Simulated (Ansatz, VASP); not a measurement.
# One calculation of W, two programs

```
W
1.0
     0.00000    2.03000    2.03000
     2.03000    0.00000    2.03000
     2.03000    2.03000    0.00000
W
1
Direct
  0.00000 0.00000 0.00000
```

Alike in both runs: task relaxation of cell and atoms; functional PBEsol; k mesh 11 × 11 × 11; occupations fermi-dirac, width 0.05 eV; no spin polarisation.

|  | VASP | Ansatz |
| --- | --- | --- |
| version | VASP 6.6.1 | Ansatz 0.2.0 |
| potentials or method | VASP PAW PBE potentials, release 64 (W_sv) | Ansatz PAW |
| plane-wave cutoff (eV) | 600 | 420 |
| valence electrons in the cell | 14 | 14 |

```tsv
	VASP	Ansatz	Ansatz less VASP
gap on the k mesh at the Fermi level, each at its own relaxed structure (eV)	none	none	-
relaxed volume (Å³/atom)	16.03	16.00	-0.033
relaxed cell length with the largest relative difference (Å)	2.830	2.828	-0.0019
```

VASP's potentials were made for PBE, not for PBEsol. A gap of «none» marks a metal or a gap that the smearing closes.

Neither program's run includes spin-orbit coupling. Noted on Ansatz's run: the plane-wave basis is chosen anew once the cell has moved, so the energies of steps on either side of that aren't comparable.
